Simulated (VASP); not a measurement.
# LiCl (I4/mmm) in VASP: notebook

The runs below take LiCl through single point, with r2SCAN.

Everything below comes from runs of VASP 6.6.1. Logs are shortened: lines on timing, memory, paths and dates and some standing lists are left out, and cuts for length are marked.

## Step 1: The cell of the first run

The structure is tetragonal, space group I4/mmm (No. 139). Conventional cell: a = 3.682 Å, b = 3.682 Å, c = 5.053 Å, α = 90.00°, β = 90.00°, γ = 90.00°. Within 3.3 Å of Li (site symmetry 4/mmm) lie 6 Cl at 2.53 to 2.60 Å. Within 3.3 Å of Cl (site symmetry 4/mmm) lie 6 Li at 2.53 to 2.60 Å.

## Step 2: Single point, r2SCAN (strain +0.015 along x and y, -0.015 along z)

Input file POSCAR:

```
LiCl
1.0
    0.0000000000      2.6032314000      2.5262886000
    2.6032314000      0.0000000000      2.5262886000
    2.6032314000      2.6032314000      0.0000000000
Li Cl
1 1
Direct
    0.0000000000      0.0000000000      0.0000000000
    0.5000000000      0.5000000000      0.5000000000
```

Input file INCAR.step1:

```
SYSTEM = LiCl
PREC = Accurate
ENCUT = 520
ISMEAR = 0
SIGMA = 0.05
LREAL = .FALSE.
LASPH = .TRUE.
NELM = 100
NBANDS = 12
GGA = PE
ALGO = Normal
EDIFF = 1E-4
LWAVE = .TRUE.
LCHARG = .FALSE.
```

Input file INCAR.step2:

```
SYSTEM = LiCl
PREC = Accurate
ENCUT = 520
EDIFF = 1E-6
ISMEAR = 0
SIGMA = 0.05
LREAL = .FALSE.
LASPH = .TRUE.
NELM = 100
ALGO = Normal
ISIF = 2
LWAVE = .FALSE.
LCHARG = .FALSE.
METAGGA = R2SCAN
LMIXTAU = .TRUE.
NBANDS = 12
ISTART = 1
```

Input file KPOINTS:

```
regular mesh
0
G
  8 8 8
  0 0 0
```

Potentials or basis: VASP PAW PBE potentials, release 64 (Li_sv, Cl).

Run with:

```sh
cat potpaw_PBE.64/Li_sv/POTCAR potpaw_PBE.64/Cl/POTCAR > POTCAR
cp INCAR.step1 INCAR
mpirun -np 1 vasp_std > vasp.out
cp INCAR.step2 INCAR
mpirun -np 1 vasp_std > vasp.out
```

OUTCAR:

```text
SYSTEM = LiCl
   PREC = Accurate
   ENCUT = 520
   EDIFF = 1E-6
   ISMEAR = 0
   LREAL = .FALSE.
   LASPH = .TRUE.
   NELM = 100
   ISIF = 2
   METAGGA = R2SCAN
   ISTART = 1

 ion  position               nearest neighbor table
   1  0.000  0.000  0.000-   2 2.53   2 2.53   2 2.60   2 2.60   2 2.60   2 2.60
   2  0.500  0.500  0.500-   1 2.53   1 2.53   1 2.60   1 2.60   1 2.60   1 2.60

  LATTYP: Found a body centered tetragonal cell.
 ALAT       =     3.6815251519
 C/A-ratio  =     1.3724141467

  Lattice vectors:

 A1 = (   0.0000000000,  -2.6032314000,  -2.5262886000)
 A2 = (   0.0000000000,   2.6032314000,  -2.5262886000)
 A3 = (   2.6032314000,   0.0000000000,   2.5262886000)

Analysis of symmetry for initial positions (statically):
=====================================================================
 Subroutine PRICEL returns:
 Original cell was already a primitive cell.

 Routine SETGRP: Setting up the symmetry group for a
 body centered tetragonal supercell.

 Subroutine GETGRP returns: Found 16 space group operations
 (whereof 16 operations were pure point group operations)
 out of a pool of 16 trial point group operations.

The static configuration has the point symmetry D_4h.

Analysis of symmetry for dynamics (positions and initial velocities):
=====================================================================
 Subroutine PRICEL returns:
 Original cell was already a primitive cell.

 Routine SETGRP: Setting up the symmetry group for a
 body centered tetragonal supercell.

 Subroutine GETGRP returns: Found 16 space group operations
 (whereof 16 operations were pure point group operations)
 out of a pool of 16 trial point group operations.

The dynamic configuration has the point symmetry D_4h.

 Subroutine INISYM returns: Found 16 space group operations
 (whereof 16 operations are pure point group operations),
 and found     1 'primitive' translations

----------------------------------------------------------------------------------------

                                     Primitive cell

  volume of cell :      34.2404

  direct lattice vectors                    reciprocal lattice vectors
     0.000000000  2.603231400  2.526288600    -0.192068980  0.192068980  0.197918797
     2.603231400  0.000000000  2.526288600     0.192068980 -0.192068980  0.197918797
     2.603231400  2.603231400  0.000000000     0.192068980  0.192068980 -0.197918797

  length of vectors
     3.627526404  3.627526404  3.681525152     0.336084567  0.336084567  0.336084567

  position of ions in fractional coordinates (direct lattice)
[... 85 lines left out ...]
   ISIF   =      2    stress and relaxation
   ISYM   =      2    0-nonsym 1-usesym 2-fastsym
   POTIM  = 0.5000    time-step for ionic-motion
   TEBEG  =    0.0;   TEEND  =   0.0 temperature during run
   PSTRESS=    0.0 pullay stress
   NELECT =      10.0000    total number of electrons
   NUPDOWN=      -1.0000    fix difference up-down
   EMIN   =  10.00;   EMAX   =-10.00  energy-range for DOS
   EFERMI =   0.00;   METHOD = LEGACY
   ISMEAR =     0;   SIGMA  =   0.05  broadening in eV -4-tet -1-fermi 0-gaus
   EFERMI_NEDOS =   21; number of points for ismear=-14 and -15
   IALGO  =     38    algorithm
   IMIX   =      4    mixing-type and parameters
     AMIX     =   0.40;   BMIX     =  1.00
     AMIX_MAG =   1.60;   BMIX_MAG =  1.00
  volume/ion in A,a.u.               =      17.12       115.53
  Fermi-wavevector in a.u.,A,eV,Ry     =   1.086164  2.052552 16.051498  1.179752
  Thomas-Fermi vector in A             =   2.222294
   LORBIT       =      0    0 simple, 1 ext, 2 COOP (PROOUT), +10 PAW based schemes
   METAGGA = R2SCAN    functional components
   LHFCALC =     F    Hartree Fock is set to
   AEXX    =    0.0000 exact exchange contribution
   IVDW    =     0    specifies the selected vdW correction
   LEPSILON=     F    determine dielectric tensor
   LRPA    =     F    only Hartree local field effects (RPA)
 non-spin polarized calculation
 Gauss-broadening in eV      SIGMA  =   0.05
  energy-cutoff  :      520.00
  volume of cell :       34.24
 maximum number of plane-waves:       938
   NGX = 13   NGY = 13   NGZ = 13

 number of electron      10.0000009 magnetization

 Free energy of the ion-electron system (eV)
  ---------------------------------------------------
  ext. energy  EPLUGINS =         0.00000000
  ---------------------------------------------------
  free energy    TOTEN  =       -12.58134576 eV

  energy without entropy =      -12.58134576  energy(sigma->0) =      -12.58134576

 E-fermi :   0.3889     XC(G=0):  -9.0946

 val. band max:        0.1052687911   @ k =   0.0000   0.0000   0.0000
 cond. band min:       7.2783005706   @ k =   0.0000   0.0000   0.0000
 fundamental gap:      7.1730317795
 Fermi energy:         0.3889040536

 k-point     1 :       0.0000    0.0000    0.0000
  band No.  band energies     occupation
      1     -44.7565      2.00000
      2     -13.8549      2.00000
      3       0.0167      2.00000
      4       0.1053      2.00000
      5       0.1053      2.00000
      6       7.2783      0.00000
      7      12.6497      0.00000
      8      12.6497      0.00000
      9      12.9054      0.00000
     10      15.1898      0.00000
     11      15.6271      0.00000
     12      15.6272      0.00000
[... 331 lines left out ...]
 k-point    24 :       0.3750   -0.0000    0.1250
  band No.  band energies     occupation
      1     -44.7545      2.00000
      2     -13.3965      2.00000
      3      -2.0750      2.00000
      4      -0.3981      2.00000
      5      -0.3385      2.00000
      6       8.5357      0.00000
      7      10.4160      0.00000
      8      11.6596      0.00000
      9      12.0433      0.00000
     10      15.2824      0.00000
     11      17.1635      0.00000
     12      18.1251      0.00000

 [... further k-points ...]
[... 5 lines left out ...]
  --------------------------------------------------------------------------------------
  -------------------------------------------------------------------------------------
  Total       -0.3421051     -0.3421051     -0.1207806      0.0000000     -0.0000000      0.0000000
  in kB      -16.0078003    -16.0078003     -5.6515697      0.0000000     -0.0000000      0.0000000
  external PRESSURE =     -12.5557234 kB  Pullay stress =       0.0000000 kB

 VOLUME and BASIS-vectors are now :
 -----------------------------------------------------------------------------
  energy-cutoff  :      520.00
  volume of cell :       34.24
      direct lattice vectors                 reciprocal lattice vectors
     0.000000000  2.603231400  2.526288600    -0.192068980  0.192068980  0.197918797
     2.603231400  0.000000000  2.526288600     0.192068980 -0.192068980  0.197918797
     2.603231400  2.603231400  0.000000000     0.192068980  0.192068980 -0.197918797

 POSITION                                       TOTAL-FORCE (eV/Angst)
 -----------------------------------------------------------------------------------
      0.00000      0.00000      0.00000         0.000000     -0.000000      0.000000
      2.60323      2.60323      2.52629         0.000000      0.000000      0.000000
 -----------------------------------------------------------------------------------
    total drift:                                0.000000      0.000000      0.000000

  FREE ENERGIE OF THE ION-ELECTRON SYSTEM (eV)
  ---------------------------------------------------
  free  energy   TOTEN  =       -12.5813457634 eV

  energy  without entropy=      -12.5813457634  energy(sigma->0) =      -12.58134576
```

OUTCAR.step1:

```text
SYSTEM = LiCl
   PREC = Accurate
   ENCUT = 520
   ISMEAR = 0
   LREAL = .FALSE.
   LASPH = .TRUE.
[... 582 lines left out ...]
      0.00000      0.00000      0.00000        -0.000000      0.000000      0.000000
      2.60323      2.60323      2.52629         0.000000     -0.000000      0.000000
 -----------------------------------------------------------------------------------
    total drift:                                0.000000      0.000000      0.000000

  FREE ENERGIE OF THE ION-ELECTRON SYSTEM (eV)
  ---------------------------------------------------
  free  energy   TOTEN  =        -7.3841749703 eV

  energy  without entropy=       -7.3841749703  energy(sigma->0) =       -7.38417497
```

OSZICAR.step1:

```text
N       E                     dE             d eps       ncg     rms          rms(c)
DAV:   1     0.424617556587E+02    0.42462E+02   -0.40631E+03  1416   0.763E+02
DAV:   2    -0.492560532795E+01   -0.47387E+02   -0.45210E+02  1892   0.145E+02
DAV:   3    -0.739668814248E+01   -0.24711E+01   -0.24634E+01  1856   0.341E+01
DAV:   4    -0.745001540573E+01   -0.53327E-01   -0.53311E-01  1944   0.527E+00
DAV:   5    -0.745082876999E+01   -0.81336E-03   -0.81335E-03  1936   0.568E-01    0.237E+00
DAV:   6    -0.737797510755E+01    0.72854E-01   -0.15737E-01  1792   0.185E+00    0.169E+00
DAV:   7    -0.737988246161E+01   -0.19074E-02   -0.50463E-02  2160   0.117E+00    0.926E-01
DAV:   8    -0.738421725147E+01   -0.43348E-02   -0.66237E-03  1632   0.560E-01    0.157E-01
DAV:   9    -0.738417497030E+01    0.42281E-04   -0.21777E-04  1792   0.103E-01
   1 F= -.73841750E+01 E0= -.73841750E+01  d E =-.493679E-26
```

Run time: 2.4 min. Hardware: 1 thread of Intel Xeon 8259CL, shared host; peak memory 0.17 GiB.

What came out:

```
Free energy            : -12.5813 eV
Band gap on the k mesh : 7.17 eV
```

Levels at points of the mesh, in eV from the valence-band top:
```tsv
k point	band 2	band 3	band 4	band 5	band 6	band 7	band 8	band 9
(0.00, 0.00, 0.00)	-13.96	-0.09	0.00	0.00	7.17	12.54	12.54	12.80
(0.50, 0.00, 0.00)	-13.40	-2.81	-0.33	-0.26	7.49	10.15	10.41	14.01
(0.50, 0.50, 0.00)	-13.12	-2.90	-1.19	-1.19	8.67	8.82	13.71	15.12
(0.50, 0.00, 0.50)	-13.17	-2.89	-1.19	-0.99	8.73	8.97	13.27	15.03
```

Caveat: the cell differs from its parent crystal (strain +0.015 along x and y, -0.015 along z); the cutoff is under 1.25 times the usual one of these potentials, so pressure, stress and relaxed cells hold a basis-set (Pulay) error; the PAW data sets were made with another functional, which shifts forces and pressure a little. A k mesh can miss the band edges.

## Step 3: Single point, r2SCAN (strain +0.000 along x and y, +0.030 along z)

Input file POSCAR:

```
LiCl
1.0
    0.0000000000      2.5647600000      2.6417028000
    2.5647600000      0.0000000000      2.6417028000
    2.5647600000      2.5647600000      0.0000000000
Li Cl
1 1
Direct
    0.0000000000      0.0000000000      0.0000000000
    0.5000000000      0.5000000000      0.5000000000
```

Input file INCAR.step1:

```
ALGO = Normal ; EDIFF = 1E-4
ENCUT = 520 ; GGA = PE
ISMEAR = 0 ; LASPH = True
LCHARG = False ; LREAL = False
LWAVE = True ; NBANDS = 12
NELM = 80 ; PREC = Accurate
SIGMA = 0.05
```

Input file INCAR.step2:

```
ALGO = Normal ; EDIFF = 1E-6
ENCUT = 520 ; ISIF = 2
ISMEAR = 0 ; ISTART = 1
LASPH = True ; LCHARG = True
LELF = True ; LMIXTAU = True
LREAL = False ; LVHAR = True
LWAVE = False ; METAGGA = R2SCAN
NBANDS = 12 ; NELM = 80
PREC = Accurate ; SIGMA = 0.05
```

Input file KPOINTS:

```
k-points
0
Gamma
  8 8 8
```

Potentials or basis: VASP PAW PBE potentials, release 64 (Li_sv, Cl).

Run with:

```sh
cat potpaw_PBE.64/Li_sv/POTCAR potpaw_PBE.64/Cl/POTCAR > POTCAR
cp INCAR.step1 INCAR
mpirun -np 1 vasp_std > vasp.out
cp INCAR.step2 INCAR
mpirun -np 1 vasp_std > vasp.out
```

It took 2.4 min on 1 thread of Intel Xeon 8259CL, shared host; peak memory 0.17 GiB.

It converged, with:

| Quantity | Value |
| --- | --- |
| Free energy | -12.5771 eV |
| Band gap on the k mesh | 7.07 eV |

Levels at points of the mesh, in eV from the valence-band top:
| k point | band 3 | band 4 | band 5 | band 6 | band 7 | band 8 |
| --- | --- | --- | --- | --- | --- | --- |
| (0.00, 0.00, 0.00) | -0.07 | -0.07 | 0.00 | 7.07 | 12.43 | 12.68 |
| (0.50, 0.00, 0.00) | -2.77 | -0.34 | -0.27 | 7.45 | 10.14 | 10.37 |
| (0.50, 0.50, 0.00) | -2.84 | -1.06 | -1.06 | 8.71 | 9.02 | 12.98 |
| (0.50, 0.00, 0.50) | -2.85 | -1.24 | -1.05 | 8.64 | 8.88 | 13.40 |

Caveat: the cell differs from its parent crystal (strain +0.000 along x and y, +0.030 along z); the cutoff is under 1.25 times the usual one of these potentials, so pressure, stress and relaxed cells hold a basis-set (Pulay) error; the PAW data sets were made with another functional, which shifts forces and pressure a little. A k mesh can miss the band edges.
